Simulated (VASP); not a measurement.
The system is TlCd2Se2.

```xyz
5
Lattice="0.0000 4.1821 0.0000 4.1821 0.0000 0.0000 2.0911 2.0911 -7.4069" Properties=species:S:1:pos:R:3 pbc="T T T"
Tl    0.0000    0.0000    0.0000
Cd    2.0911    4.1821   -3.7035
Cd    4.1821    2.0911   -3.7035
Se    2.0911    2.0911   -2.0739
Se    4.1821    4.1821   -5.3330
```

Base run:

* Program: VASP 6.6.1
* Functional: PBE
* Potentials or basis: VASP PAW PBE potentials, release 64 (Tl_d, Cd, Se)
* Cutoff: 520 eV
* k mesh: 5 × 5 × 5
* Occupations: gaussian, width 0.0206 eV
* Spin: no spin polarisation

Its results: pressure 8.7 GPa; largest force 1.678 eV/Å.

Problem. The run is repeated on the same cell with these changes: dispersion from none to D4. What comes out?

Solution. Pressure 6.2 GPa; largest force 1.613 eV/Å.

Dispersion adds attraction, which lowers the pressure at fixed volume and, as a term added to the energy, leaves the levels alone.

Caveats: spin-orbit coupling is left out, which moves the levels of the heavy elements; forces of over 1 eV/Å act on the atoms, so gaps and moduli don't describe the material at rest; pairwise dispersion overbinds metals, which lowers pressure and volume (some runs).
